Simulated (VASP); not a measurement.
Input of a VASP 6.6.1 run:

The input INCAR:

```
SYSTEM = InSb
PREC     = Accurate       ! precision mode
ENCUT    = 520            ! plane-wave cutoff, eV
EDIFF    = 1E-6           ! SCF threshold, eV
ISMEAR   = 0              ! smearing method
SIGMA    = 0.15           ! smearing width, eV
LREAL    = .FALSE.        ! projectors in reciprocal space
LASPH    = .TRUE.         ! aspherical terms in the spheres
NELM     = 60             ! most SCF steps
ALGO     = Normal         ! electronic algorithm
ISIF     = 2              ! what is computed and relaxed
LWAVE    = .FALSE.        ! write WAVECAR
LCHARG   = .FALSE.        ! write CHGCAR
GGA      = PS             ! functional
NBANDS   = 16             ! bands
```

KPOINTS

```
regular mesh
0
G
  16 16 16
  0 0 0
```

Contents of POSCAR:

```
InSb
1.0
    0.0000000000      2.9991347352      3.3903262224
    2.9991347352      0.0000000000      3.3903262224
    2.9991347352      2.9991347352      0.0000000000
In Sb
1 1
Direct
    0.0000000000      0.0000000000      0.0000000000
    0.7500000000      0.7500000000      0.7500000000
```

Potentials or basis: VASP PAW PBE potentials, release 64 (In_d, Sb).

The run is started by

```console
$ cat potpaw_PBE.64/In_d/POTCAR potpaw_PBE.64/Sb/POTCAR > POTCAR
$ mpirun -np 1 vasp_std > vasp.out
```

Problem. What does it give for the pressure?

Solution. 7.1 GPa.

Stress tensor (GPa, compression positive):
```
8.44 0.00 0.00
0.00 8.44 0.00
0.00 0.00 4.39
```

Caveat: the cell differs from its parent crystal (strain -0.080 along x and y, +0.040 along z); the PAW data sets were made with another functional, which shifts forces and pressure a little.
